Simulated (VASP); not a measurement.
WS2: single point with PBEsol

The system is WS2, a slab with vacuum.

```
W S
1.0
     3.14578    0.00000    0.00000
    -1.57289    2.72432    0.00000
     0.00000    0.00000   17.37726
W S
1 2
Direct
  0.33333 0.66667 0.00000
  0.66667 0.33333 0.90758
  0.66667 0.33333 0.09242
```

This cell differs from its parent crystal: strain +0.000 along x and y, +0.025 along z.

```yaml
Program: VASP 6.6.1
Task: single point
Functional: PBEsol
Potentials_or_basis: VASP PAW PBE potentials, release 64 (W_sv, S)
Cutoff: 520 eV
k_mesh: 12 × 12 × 2
Occupations: gaussian, width 0.05 eV
Spin: no spin polarisation
```

- Largest force: 0.741 eV/Å
- Band gap on the k mesh: 1.86 eV, indirect (least direct gap 2.04 eV)

Forces on the atoms (eV/Å):
```
W    0.000  0.000  0.000
S    0.000  0.000  0.741
S    0.000  0.000 -0.741
```

Levels at points of the mesh, in eV from the valence-band top:
```csv
k point,band 10,band 11,band 12,band 13,band 14,band 15,band 16,band 17
"(0.00, 0.00, 0.00)",-2.32,-1.42,-1.42,-0.31,2.95,2.95,3.02,3.02
"(0.50, 0.00, 0.00)",-3.28,-2.31,-1.10,-1.00,3.02,3.33,3.96,4.64
"(0.00, 0.00, 0.50)",-2.32,-1.42,-1.42,-0.31,2.95,2.95,3.02,3.02
"(0.50, 0.00, 0.50)",-3.28,-2.31,-1.10,-1.00,3.02,3.33,3.96,4.64
```

Wall time 2.4 min on 1 thread of Intel(R) Xeon(R) Platinum 8488C (Sapphire Rapids), with other jobs on the host, peak memory 0.31 GiB.

Caveat: the cell differs from its parent crystal (strain +0.000 along x and y, +0.025 along z); the PAW data sets were made with another functional, which shifts forces and pressure a little; spin-orbit coupling is left out, which moves the levels of the heavy elements.
